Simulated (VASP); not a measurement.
## CoC (zincblende type): relaxation of cell and atoms with PBEsol

The system is CoC (zincblende type).

```
CELL_PARAMETERS angstrom
0.00000 2.08667 2.08667
2.08667 0.00000 2.08667
2.08667 2.08667 0.00000
ATOMIC_POSITIONS crystal
Co 0.00000 0.00000 0.00000
C 0.25000 0.25000 0.25000
```

| Item | Value |
| --- | --- |
| Program | VASP 6.6.1 |
| Task | relaxation of cell and atoms |
| Functional | PBEsol |
| Potentials or basis | VASP PAW PBE potentials, release 64 (Co, C) |
| Cutoff | 600 eV |
| k mesh | 15 × 15 × 15 |
| Occupations | fermi-dirac, width 0.05 eV |
| Spin | collinear spin, ferromagnetic start |
| Starting moments | [1.7, 0.0] μB |
| Target pressure | 6.5 GPa |
| Dipole correction | no |
| Further INCAR settings | ALGO = Normal; EDIFF = 1e-06; IBRION = 2; EDIFFG = -0.005; NSW = 60; ISIF = 3 |

```yaml
Relaxed_volume: 9.17 Å³/atom
Relaxed_cell: a = 2.960 Å, b = 2.960 Å, c = 2.960 Å, α = 60.00°, β = 60.00°, γ = 60.00°
Space_group_after_relaxing_to_0.05_Å: F-43m (No. 216)
Energy_change_on_relaxing_the_enthalpy_is_what_falls: -3.9 meV/atom
Ionic_steps: 3
Pressure_after_relaxing: 6.5 GPa
Net_moment: 0.00 μB per cell
Valence_electrons_inside_the_program's_atomic_spheres: Co 8.87; C 2.40
```

The path:
| step | energy change (eV) | largest force (eV/Å) | pressure (GPa) | volume (Å³) |
| --- | --- | --- | --- | --- |
| 1 | 0.0000 | 0.0000 | 8.99 | 18.17 |
| 2 | -0.0143 | 0.0000 | 3.19 | 18.55 |
| 3 | -0.0079 | 0.0000 | 6.49 | 18.33 |

Final structure:
```
Co C
1.0
     0.00000    2.09289    2.09289
     2.09289    0.00000    2.09289
     2.09289    2.09289    0.00000
Co C
1 1
Direct
  0.00000 0.00000 0.00000
  0.25000 0.25000 0.25000
```

Levels at points of the mesh, in eV from the Fermi level:
Spin up:
| k point | band 4 | band 5 | band 6 | band 7 | band 8 | band 9 |
| --- | --- | --- | --- | --- | --- | --- |
| (0.00, 0.00, 0.00) | -5.04 | -1.85 | -1.85 | 5.69 | 5.69 | 5.69 |
Spin down:
```
           k point  band 4  band 5  band 6  band 7  band 8  band 9
(0.00, 0.00, 0.00)   -5.04   -1.85   -1.85    5.69    5.69    5.69
```

Wall time 2.5 min on 1 thread of AMD EPYC 7R13, with other jobs on the host, peak memory 0.17 GiB.

Caveat: the starting moments collapsed, and a magnetic state may lie lower; the cell is relaxed towards a set pressure, so the enthalpy falls and the energy may rise; the PAW data sets were made with another functional, which shifts forces and pressure a little.
